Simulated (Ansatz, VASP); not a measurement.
Al2O3: VASP beside Ansatz

The input POSCAR:

```
Al2O3
1.0
    2.3553258161      1.3598479939      4.2878375227
   -2.3553258161      1.3598479939      4.2878375227
    0.0000000000     -2.7196959879      4.2878375227
Al O
4 6
Direct
    0.8519115234      0.8519115234      0.8519115234
    0.3519115234      0.3519115234      0.3519115234
    0.1480884766      0.1480884766      0.1480884766
    0.6480884766      0.6480884766      0.6480884766
    0.4436339007      0.0563660993      0.7500000000
    0.0563660993      0.7500000000      0.4436339007
    0.5563660993      0.9436339007      0.2500000000
    0.2500000000      0.5563660993      0.9436339007
    0.9436339007      0.2500000000      0.5563660993
    0.7500000000      0.4436339007      0.0563660993
```

File INCAR.step1:

```
SYSTEM = Al2O3
PREC = Accurate
ENCUT = 520
ISMEAR = 0
SIGMA = 0.01
LREAL = .False.
LASPH = .True.
NELM = 100
NBANDS = 35
GGA = PE
ALGO = Normal
EDIFF = 1E-4
LWAVE = .True.
LCHARG = .False.
```

Contents of INCAR.step2:

```
SYSTEM = Al2O3
PREC = Accurate
ENCUT = 520
EDIFF = 1E-6
ISMEAR = 0
SIGMA = 0.01
LREAL = .False.
LASPH = .True.
NELM = 100
ALGO = Normal
ISIF = 2
LWAVE = .False.
LCHARG = .False.
METAGGA = R2SCAN
LMIXTAU = .True.
NBANDS = 35
ISTART = 1
```

File KPOINTS:

```
Automatic mesh
0
Gamma
  6 6 6
  0 0 0
```

Input for Ansatz:

```yaml
crystal:
  lattice:
    - [2.3553258161, 1.3598479939, 4.2878375227]
    - [-2.3553258161, 1.3598479939, 4.2878375227]
    - [0.0, -2.7196959879, 4.2878375227]
  atoms:
    - { symbol: Al, position: [0.8519115234, 0.8519115234, 0.8519115234] }
    - { symbol: Al, position: [0.3519115234, 0.3519115234, 0.3519115234] }
    - { symbol: Al, position: [0.1480884766, 0.1480884766, 0.1480884766] }
    - { symbol: Al, position: [0.6480884766, 0.6480884766, 0.6480884766] }
    - { symbol: O, position: [0.4436339007, 0.0563660993, 0.75] }
    - { symbol: O, position: [0.0563660993, 0.75, 0.4436339007] }
    - { symbol: O, position: [0.5563660993, 0.9436339007, 0.25] }
    - { symbol: O, position: [0.25, 0.5563660993, 0.9436339007] }
    - { symbol: O, position: [0.9436339007, 0.25, 0.5563660993] }
    - { symbol: O, position: [0.75, 0.4436339007, 0.0563660993] }
kpoints:
  mp_grid: { grid: [6, 6, 6] }
hamiltonian:
  xc: r2scan
scf:
  occupations: { method: fixed }
  n_extra_bands: 6
output:
  forces: true
  stress: true
  eigenvalues: true
```

Alike in both runs: task single point; functional r2SCAN; k mesh 6 × 6 × 6; no spin polarisation.

|  | VASP | Ansatz |
| --- | --- | --- |
| version | VASP 6.6.1 | Ansatz 0.2.0 |
| potentials or method | VASP PAW PBE potentials, release 64 (Al, O) | plane waves, PAW |
| plane-wave cutoff (eV) | 520 | 500 |
| occupations | gaussian, width 0.01 eV | fixed |
| valence electrons in the cell | 48 | 48 |

Ansatz gave:

```
gap on the k mesh at the Fermi level (eV)                     : 7.54
pressure (GPa)                                                : 8.4
traceless stress, the component that is largest in VASP (GPa) : -0.40
rms of the force components (eV/Å)                            : 0.018
```

Question: Which values does VASP return?

Answer: gap on the k mesh at the Fermi level (eV): 7.56; pressure (GPa): 7.9; traceless stress, the component that is largest in VASP (GPa): -0.47; rms of the force components (eV/Å): 0.018.

VASP's potentials were made for PBE, not for r2SCAN. Atom by atom the forces differ by 0.009 eV/Å (rms over components).
